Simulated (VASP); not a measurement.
Wanted: the native input for a VASP 6.6.1 run.

```
Task                   : single point
Functional             : PBE
Potentials or basis    : VASP PAW PBE potentials, release 64 (Al, Ni)
Cutoff                 : 600 eV
k mesh                 : 2 × 2 × 2
Occupations            : gaussian, width 0.1 eV
Spin                   : collinear spin, ferrimagnetic start
Starting moments       : [-0.02, 0.5, 0.5, 0.5] μB
Dipole correction      : no
Further INCAR settings : ALGO = Normal; EDIFF = 1e-06; NBANDS = 28
```

The structure of AlNi3 lies in POSCAR:

```
AlNi3
1.0
    3.5230547267      0.0000000000      0.0000000000
    0.0000000000      3.5230547267      0.0000000000
    0.0000000000      0.0000000000      3.5230547267
Al Ni
1 3
Direct
    0.0000000000      0.0000000000      0.0000000000
    0.0000000000      0.5000000000      0.5000000000
    0.5000000000      0.0000000000      0.5000000000
    0.5000000000      0.5000000000      0.0000000000
```

The input as run:

INCAR

```
PREC = Accurate
ENCUT = 600
EDIFF = 1E-6
ISMEAR = 0
SIGMA = 0.1
LREAL = F
LASPH = T
NELM = 200
ALGO = Normal
ISIF = 2
LWAVE = F
LCHARG = F
ISPIN = 2
MAGMOM = -0.02 0.5 0.5 0.5
LORBIT = 11
LMAXMIX = 4
GGA = PE
NBANDS = 28
GGA_COMPAT = F
```

KPOINTS

```
regular mesh
0
Gamma
  2 2 2
```

Potentials or basis: VASP PAW PBE potentials, release 64 (Al, Ni).

Run with:

```bash
$ cat potpaw_PBE.64/Al/POTCAR potpaw_PBE.64/Ni/POTCAR > POTCAR
$ mpirun -np 1 vasp_std > vasp.out
```

It gave:

- Pressure: 6.5 GPa
- Net moment: 1.25 μB per cell
- Site moments: Al -0.01; Ni +0.43 μB
- Valence electrons inside the program's atomic spheres: Al 0.81; Ni 9.44

Caveat: the k points lie up to 0.89 Å⁻¹ apart.

Wall time 14 s on 1 thread of AMD EPYC 9R45 96-Core Processor (Zen 5) (shared host), peak memory 0.14 GiB.
